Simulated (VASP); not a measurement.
Ba6LiNb2IrCl2O12, 24 atoms in the cell. It takes space group P3m1 (No. 156, trigonal). Conventional cell: a = 5.957 Å, b = 5.957 Å, c = 15.558 Å, α = 90.00°, β = 90.00°, γ = 120.00°. Ba (site symmetry 3m) has 3 O at 2.55 Å and 1 Cl at 3.38 Å within 3.4 Å. Ba (site symmetry 3m) has 9 O at 2.68 to 3.02 Å and 1 Cl at 3.24 Å and 3 Nb at 3.47 Å within 3.5 Å. Ba (site symmetry 3m) has 3 O at 2.58 Å and 1 Cl at 3.22 Å within 3.4 Å. Within 4.0 Å of Ba (site symmetry 3m) lie 1 Li at 2.68 Å and 12 O at 2.71 to 3.56 Å and 3 Nb at 3.62 Å and 4 Ba at 3.79 to 3.98 Å and 3 Ir at 3.84 Å. Within 3.9 Å of Ba (site symmetry 3m) lie 12 O at 3.00 to 3.30 Å and 3 Li at 3.44 Å and 3 Ir at 3.59 Å and 3 Nb at 3.89 Å. Ba (site symmetry 3m) has 1 Li at 2.64 Å and 9 O at 2.88 to 2.99 Å and 1 Cl at 3.05 Å and 3 Nb at 3.52 Å within 3.6 Å. Li (site symmetry 3m) has 3 O at 1.85 Å within 2.5 Å. Nb (site symmetry 3m) has 6 O at 1.93 to 2.16 Å within 2.6 Å. 

| Item | Value |
| --- | --- |
| Program | VASP 6.6.1 |
| Task | electric field gradients |
| Functional | PBE |
| Potentials or basis | VASP PAW PBE potentials, release 64 (Ba_sv, Li_sv, Nb_sv, Ir_sv_GW, Cl, O) |
| Cutoff | 650 eV |
| k mesh | 5 × 5 × 2 |
| Occupations | fermi-dirac, width 0.02 eV |
| Spin | no spin polarisation |
| Dipole correction | no |
| Further INCAR settings | LREAL = Auto; ALGO = Normal; EDIFF = 1e-08; NBANDS = 114 |

Potentials or basis: VASP PAW PBE potentials, release 64 (Ba_sv, Li_sv, Nb_sv, Ir_sv_GW, Cl, O).

The run is started by

```sh
$ cat potpaw_PBE.64/Ba_sv/POTCAR potpaw_PBE.64/Li_sv/POTCAR potpaw_PBE.64/Nb_sv/POTCAR potpaw_PBE.64/Ir_sv_GW/POTCAR potpaw_PBE.64/Cl/POTCAR potpaw_PBE.64/O/POTCAR > POTCAR
$ mpirun -np 1 vasp_std > vasp.out
```

Hardware: 1 thread of AMD EPYC 9R45 96-Core Processor (Zen 5), with other jobs on the host.

Task: Estimate the wall time of this run.

Result: Wall time 21 min on 1 thread of AMD EPYC 9R45 96-Core Processor (Zen 5) (shared host), peak memory 1 GiB. Counts: scf iterations 23, k points 10.
